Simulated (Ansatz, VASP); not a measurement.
## As in VASP and in Ansatz

The input INCAR:

```
SYSTEM = As
PREC = Accurate
ENCUT = 520
EDIFF = 1E-6
ISMEAR = -1
SIGMA = 0.1
LREAL = .FALSE.
LASPH = .TRUE.
NELM = 100
ALGO = Normal
ISIF = 2
LWAVE = .FALSE.
LCHARG = .FALSE.
GGA = PE
NBANDS = 12
```

The input KPOINTS:

```
regular mesh
0
G
  13 13 8
  0 0 0
```

POSCAR

```
As
1.0
    2.9926922622      0.0000000000      0.0000000000
   -1.4963461311      2.5917475248      0.0000000000
    0.0000000000      0.0000000000      4.5671108420
As
2
Direct
    0.3333333333      0.6666666667      0.2500000000
    0.6666666667      0.3333333333      0.7500000000
```

Input for Ansatz:

```yaml
crystal:
  lattice:
    - [2.9926922622, 0.0, 0.0]
    - [-1.4963461311, 2.5917475248, 0.0]
    - [0.0, 0.0, 4.567110842]
  atoms:
    - { symbol: As, position: [0.3333333333, 0.6666666667, 0.25] }
    - { symbol: As, position: [0.6666666667, 0.3333333333, 0.75] }
hamiltonian:
  xc: pbe
  pseudopotentials:
    kind: paw
    azcp:
      As: "pseudopotentials/As.paw.azcp"
basis:
  ecutwfc: 420
  fft_grid_basis: typed
kpoints:
  mp_grid: { grid: [13, 13, 8], shift: [0, 0, 0] }
magnetization:
  spin_polarized: false
scf:
  occupations: { method: fermi_dirac, width: 0.1 }
  lower_state_search: "off"
output:
  stress: true
  write_density: true
  write_potential: true
  elf: true
  volumetric_format: npy
```

Alike in both runs: task single point; functional PBE; k mesh 13 × 13 × 8; occupations fermi-dirac, width 0.1 eV; no spin polarisation.

|  | VASP | Ansatz |
| --- | --- | --- |
| version | VASP 6.6.1 | Ansatz 0.2.0 |
| potentials or method | VASP PAW PBE potentials, release 64 (As), cutoff 520 eV | plane waves (420 eV) with PAW, scalar-relativistic |
| valence electrons in the cell | 10 | 30 |

Ansatz gave:

```
pressure (GPa)                                                : 8.1
traceless stress, the component that is largest in VASP (GPa) : 0.21
```

Question: Which values does VASP return?

Answer: Pressure (GPa): 8.3; traceless stress, the component that is largest in VASP (GPa): 0.22.

With one functional, cell and mesh, what is left measures potentials, basis and numerics. VASP's potentials hold 10 valence electrons a cell and Ansatz's 30, so a difference there can come from the potentials and not from the codes.
